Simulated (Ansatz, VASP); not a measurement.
# Two plane-wave programs on BN

```
B N
1.0
     0.00000    1.84021    1.84021
     1.84021    0.00000    1.84021
     1.84021    1.84021    0.00000
B N
1 1
Direct
  0.00000 0.00000 0.00000
  0.75000 0.75000 0.75000
```

Alike in both runs: task single point; functional r2SCAN; k mesh 12 × 12 × 12; no spin polarisation.

|  | VASP | Ansatz |
| --- | --- | --- |
| version | VASP 6.6.1 | Ansatz 0.2.0 |
| potentials or method | VASP PAW PBE potentials, release 64 (B, N), cutoff 660 eV | scalar-relativistic, plane waves, PAW |
| occupations | tetrahedron | gaussian, width 0.02 eV |
| valence electrons in the cell | 8 | 8 |

```csv
,VASP,Ansatz,Ansatz less VASP
gap on the k mesh at the Fermi level (eV),4.91,4.92,+0.016
pressure (GPa),-19.5,-20.5,-0.98
```

VASP's potentials were made for PBE, not for r2SCAN.
